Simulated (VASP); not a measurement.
Wanted: the native input for a VASP 6.6.1 run.

- Task: relaxation of cell and atoms
- Functional: PBE
- Potentials or basis: VASP PAW PBE potentials, release 64 (Tl_d, As)
- Cutoff: 600 eV
- k mesh: 12 × 12 × 12
- Occupations: gaussian, width 0.1 eV
- Spin: no spin polarisation
- Dipole correction: no
- Further INCAR settings: ALGO = Fast; EDIFF = 1e-07; IBRION = 2; EDIFFG = -0.01; NSW = 100; ISIF = 3

The structure of TlAs2 lies in POSCAR:

```
TlAs2
1.0
    0.0000000000      3.4173945222      3.4173945222
    3.4173945222      0.0000000000      3.4173945222
    3.4173945222      3.4173945222      0.0000000000
Tl As
1 2
Direct
    0.0000000000      0.0000000000      0.0000000000
    0.2500000000      0.2500000000      0.2500000000
    0.7500000000      0.7500000000      0.7500000000
```

These files were run (other wordings do the same):

INCAR

```
ALGO     = Fast           # electronic algorithm
EDIFF    = 1E-7           # SCF threshold, eV
EDIFFG   = -0.01          # ionic threshold
ENCUT    = 600            # plane-wave cutoff, eV
GGA      = PE             # functional
IBRION   = 2              # ionic algorithm
ISIF     = 3              # what is computed and relaxed
ISMEAR   = 0              # smearing method
LASPH    = T              # aspherical terms in the spheres
LCHARG   = F              # write CHGCAR
LREAL    = F              # projectors in reciprocal space
LWAVE    = F              # write WAVECAR
NELM     = 80             # most SCF steps
NSW      = 100            # ionic steps
PREC     = Accurate       # precision mode
SIGMA    = 0.1            # smearing width, eV
```

KPOINTS

```
k-points
0
Gamma
  12 12 12
```

Potentials or basis: VASP PAW PBE potentials, release 64 (Tl_d, As).

Launch:

```sh
$ cat potpaw_PBE.64/Tl_d/POTCAR potpaw_PBE.64/As/POTCAR > POTCAR
$ mpirun -np 1 vasp_std > vasp.out
```

Results of the run:

| Quantity | Value |
| --- | --- |
| Relaxed volume | 26.79 Å³/atom |
| Relaxed cell | a = 4.844 Å, b = 4.844 Å, c = 4.844 Å, α = 60.00°, β = 60.00°, γ = 60.00° |
| Space group after relaxing (to 0.1 Å) | Fm-3m (No. 225) |
| Energy gained by relaxing | 0.2 meV/atom |
| Ionic steps | 3 |
| Pressure after relaxing | 0.0 GPa |
| Band gap on the k mesh | zero (an odd number of electrons rules out a gap without spin polarisation) |

Caveat: spin-orbit coupling is left out, which moves the levels of the heavy elements; an odd number of electrons without spin polarisation forces a metal; a magnetic or distorted state may lie lower.

It took 7.8 min on 1 thread of Oxide Virtual Turin-like Processor, with other jobs on the host, peak memory 0.29 GiB.
